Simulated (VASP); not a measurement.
## Zn2Cu3Si2Se8 (a cell with a defect): single point with PBEsol

Zn2Cu3Si2Se8 (a cell with a defect):

```
Zn Si Cu Se
1.0
     5.73170    0.00000    0.00000
     0.00000    5.73170    0.00000
     0.00000    0.00000   11.33221
Zn Si Cu Se
2 2 3 8
Direct
  0.98545 0.47935 0.25298
  0.46224 0.94672 0.73822
  0.97594 0.94808 0.49613
  0.51765 0.47061 0.01076
  0.95502 0.03228 0.97806
  0.42361 0.96279 0.24910
  0.43038 0.44741 0.49799
  0.28328 0.26807 0.86765
  0.20587 0.17363 0.38346
  0.70199 0.18706 0.60035
  0.68760 0.19713 0.14311
  0.71141 0.76269 0.37600
  0.73317 0.70164 0.88459
  0.23321 0.70157 0.11073
  0.21058 0.70086 0.61919
```

```json
{
 "Program": "VASP 6.6.1",
 "Task": "single point",
 "Functional": "PBEsol",
 "Potentials or basis": "VASP PAW PBE potentials, release 64 (Zn, Si, Cu, Se)",
 "Cutoff": "520 eV",
 "k mesh": "2 × 2 × 1",
 "Occupations": "fermi-dirac, width 0.05 eV",
 "Spin": "no spin polarisation"
}
```

* Largest force: 1.759 eV/Å

Forces in eV/Å, atoms in the order of the input:
```
Zn  -0.487 -0.131  0.127
Zn   0.399  0.308  0.469
Si  -1.035 -0.022  1.133
Si  -0.776 -0.436 -0.569
Cu   0.115 -0.094 -0.031
Cu   0.023 -0.498 -0.218
Cu   0.309  0.086 -0.011
Se  -0.481 -0.380  0.703
Se   0.071  1.332 -0.665
Se   0.954 -0.268  0.223
Se   1.009  1.111 -0.919
Se   0.652 -1.454 -0.424
Se   0.169  0.374  0.205
Se   0.029 -0.107  0.278
Se  -0.949  0.180 -0.302
```

Levels at points of the mesh, in eV from the Fermi level:
| k point | band 53 | band 54 | band 55 | band 56 | band 57 | band 58 | band 59 | band 60 | band 61 | band 62 |
| --- | --- | --- | --- | --- | --- | --- | --- | --- | --- | --- |
| (0.00, 0.00, 0.00) | -1.02 | -0.87 | -0.64 | -0.49 | -0.30 | 0.29 | 1.40 | 1.50 | 1.74 | 1.77 |
| (0.50, 0.00, 0.00) | -1.16 | -1.06 | -0.99 | -0.54 | -0.46 | 1.61 | 1.80 | 2.02 | 2.21 | 2.69 |
| (0.00, 0.50, 0.00) | -1.15 | -1.10 | -0.92 | -0.60 | -0.50 | 1.59 | 1.70 | 2.16 | 2.38 | 2.47 |
| (0.50, 0.50, 0.00) | -0.77 | -0.74 | -0.68 | -0.50 | -0.48 | 0.82 | 1.04 | 1.34 | 1.60 | 2.00 |

It took 5.6 min on 1 thread of Intel Xeon 8259CL, with other jobs on the host, peak memory 0.48 GiB.

Caveat: the k points lie up to 0.55 Å⁻¹ apart; the cell carries a net charge on a neutralising background, which shifts energy and pressure; the cell is charged against a uniform background, so pressure and absolute levels hang on convention; the atoms stand as in a frame of molecular dynamics; the PAW data sets were made with another functional, which shifts forces and pressure a little.
